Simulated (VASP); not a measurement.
Runs of VASP 6.6.1 on Rh. The structure is that of space group Pm-3m (No. 221), or close to it. The cells are those of the table. This isn't the form of Rh at room conditions, which is fcc.

```tsv
task	potentials or basis	spin	cell	k mesh	cutoff (eV)	smearing	gap on the mesh (eV)	pressure (GPa)	relaxed volume (Å³/atom)
single point	VASP PAW PBE potentials, release 64 (Rh_pv)	off	a = 2.514 Å, 1 atom	13 × 13 × 13	550	fermi-dirac 0.1 eV	none	0.9	-
single point	VASP PAW PBE potentials, release 64 (Rh_pv)	off	a = 2.514 Å, 1 atom	14 × 14 × 14	550	fermi-dirac 0.1 eV	none	0.8	-
single point	VASP PAW PBE potentials, release 64 (Rh_pv)	off	a = 2.514 Å, 1 atom	20 × 20 × 20	550	fermi-dirac 0.1 eV	none	0.9	-
relaxation of cell and atoms	VASP PAW PBE potentials, release 64 (Rh_sv_GW)	collinear, ferromagnetic start	relaxed from a = 2.458 Å, 1 atom	13 × 13 × 13	580	fermi-dirac 0.05 eV	none	-0.1	15.73
single point	VASP PAW PBE potentials, release 64 (Rh_pv)	off	a = 2.611 Å, 1 atom	14 × 14 × 14	550	fermi-dirac 0.1 eV	none	(b)	-
relaxation of cell and atoms	VASP PAW PBE potentials, release 64 (Rh_pv)	off	relaxed from a = 2.458 Å, 1 atom	13 × 13 × 13	550	fermi-dirac 0.1 eV	none	-0.1	(a)
single point	VASP PAW PBE potentials, release 64 (Rh_pv)	off	a = 2.409 Å, 1 atom	14 × 14 × 14	550	fermi-dirac 0.1 eV	none	36.9	-
single point	VASP PAW PBE potentials, release 64 (Rh_pv)	off	a = 2.480 Å, 1 atom	14 × 14 × 14	550	fermi-dirac 0.1 eV	none	10.0	-
```

Alike in all rows: level r2SCAN.

Q: Fill in the values left out.

A: (a) 15.97; (b) -16.7.

Caveats: the PAW data sets were made with another functional, which shifts forces and pressure a little; the cell stands under pressure (at least some runs); the cell stands under tension (at least some runs).

A k mesh can miss the band edges, and the runs leave out spin-orbit coupling on Rh.

A gap of «none» marks levels without a gap at the run's occupations.

The runs don't all hold the same shells in valence.
